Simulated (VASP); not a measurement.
Runs of VASP 6.6.1 on InP. The structure is that of space group F-43m (No. 216), or close to it. The cells are those of the table. 

```tsv
task	level	potentials or basis	spin	cell	k mesh	cutoff (eV)	smearing	grid for exact exchange (PRECFOCK)	share of exact exchange	screening parameter	gap on the mesh (eV)	pressure (GPa)
single point	r2SCAN	VASP PAW PBE potentials, release 64 (In_d, P)	off	a = 4.177 Å, angles 60.0°, 2 atoms	6 × 6 × 6	520	fermi-dirac 0.02 eV	-	-	-	1.03	-0.1
single point	PBE	VASP PAW PBE potentials, release 64 (In_d, P)	off	a = 4.177 Å, angles 60.0°, 2 atoms	8 × 8 × 8	520	fermi-dirac 0.02 eV	-	-	-	0.58	1.6
single point	PBEsol	VASP PAW PBE potentials, release 64 (In_d, P)	off	a = 4.156 Å, angles 60.0°, 2 atoms	6 × 6 × 6	520	fermi-dirac 0.02 eV	-	-	-	(c)	0.0
single point	HSE06	VASP PAW PBE potentials, release 64 (In_d, P)	non-collinear, zero start, SOC	a = 4.177 Å, angles 60.0°, 2 atoms	4 × 4 × 4	520	fermi-dirac 0.02 eV	Normal	0.25	0.2079 1/Å	-	-0.3
single point	LDA	VASP PAW LDA potentials, release 64 (In_d, P)	off	a = 4.177 Å, angles 60.0°, 2 atoms	8 × 8 × 8	520	gaussian 0.01 eV	-	-	-	0.38	(b)
relaxation of cell and atoms	PBEsol	VASP PAW PBE potentials, release 64 (In_d, P)	off	relaxed from a = 4.214 Å, angles 60.0°, 2 atoms	6 × 6 × 6	600	fermi-dirac 0.02 eV	-	-	-	(a)	0.0
single point	LDA	VASP PAW LDA potentials, release 64 (In_d, P)	off	a = 4.120 Å, angles 60.0°, 2 atoms	6 × 6 × 6	520	fermi-dirac 0.02 eV	-	-	-	0.60	0.0
dielectric tensor	r2SCAN	VASP PAW PBE potentials, release 64 (In_d, P)	off	a = 4.177 Å, angles 60.0°, 2 atoms	6 × 6 × 6	520	gaussian 0.01 eV	-	-	-	1.03	-
```

Problem. Estimate the missing entries.

Solution. (a) 0.56; (b) -2.7; (c) 0.57.

Caveats: some runs use coarse meshes; spin-orbit coupling is left out, which moves the levels of the heavy elements (at least some runs); the PAW data sets were made with another functional, which shifts forces and pressure a little (at least some runs); semilocal functionals underestimate gaps, and a narrow one can read as zero (at least some runs).

A k mesh can miss the band edges, and rows without SOC leave out spin-orbit coupling on In.
